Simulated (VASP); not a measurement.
A run of VASP 6.6.1 is set up as follows.

POSCAR

```
Al
1.0
    2.7421439677      0.0000000000      0.0000000000
   -1.3710719838      2.3747663369      0.0000000000
    0.0000000000      0.0000000000      4.8668500000
Al
2
Direct
    0.6666666667      0.3333333333      0.7500000000
    0.3333333333      0.6666666667      0.2500000000
```

The input INCAR.step1:

```
SYSTEM = Al
PREC = Accurate
ENCUT = 520
ISMEAR = 0
SIGMA = 0.15
LREAL = .False.
LASPH = .True.
NELM = 80
NBANDS = 10
GGA = PE
ALGO = Normal
EDIFF = 1E-4
LWAVE = .True.
LCHARG = .False.
```

The input INCAR.step2:

```
SYSTEM = Al
PREC = Accurate
ENCUT = 520
EDIFF = 1E-6
ISMEAR = 0
SIGMA = 0.15
LREAL = .False.
LASPH = .True.
NELM = 80
ALGO = Normal
ISIF = 2
LWAVE = .False.
LCHARG = .False.
METAGGA = R2SCAN
LMIXTAU = .True.
NBANDS = 10
ISTART = 1
```

KPOINTS

```
Automatic mesh
0
Gamma
  21 21 10
  0 0 0
```

Potentials or basis: VASP PAW PBE potentials, release 64 (Al).

Command:

```sh
$ cat potpaw_PBE.64/Al/POTCAR > POTCAR
$ cp INCAR.step1 INCAR
$ mpirun -np 1 vasp_std > vasp.out
$ cp INCAR.step2 INCAR
$ mpirun -np 1 vasp_std > vasp.out
```

Q: Predict the pressure.

A: 1.4 GPa.

Q: Predict the band gap on the k mesh.

A: Zero (band 3 reaches 12.06 eV, above the bottom of band 4 at 5.31 eV).

Stress tensor (GPa, compression positive):
```
 3.66  0.00  0.00
 0.00  3.66  0.00
 0.00  0.00 -3.01
```

Caveat: the cell differs from its parent crystal (strain -0.0250 x Voigt [1, 1, 0, 0, 0, 0]); the PAW data sets were made with another functional, which shifts forces and pressure a little.
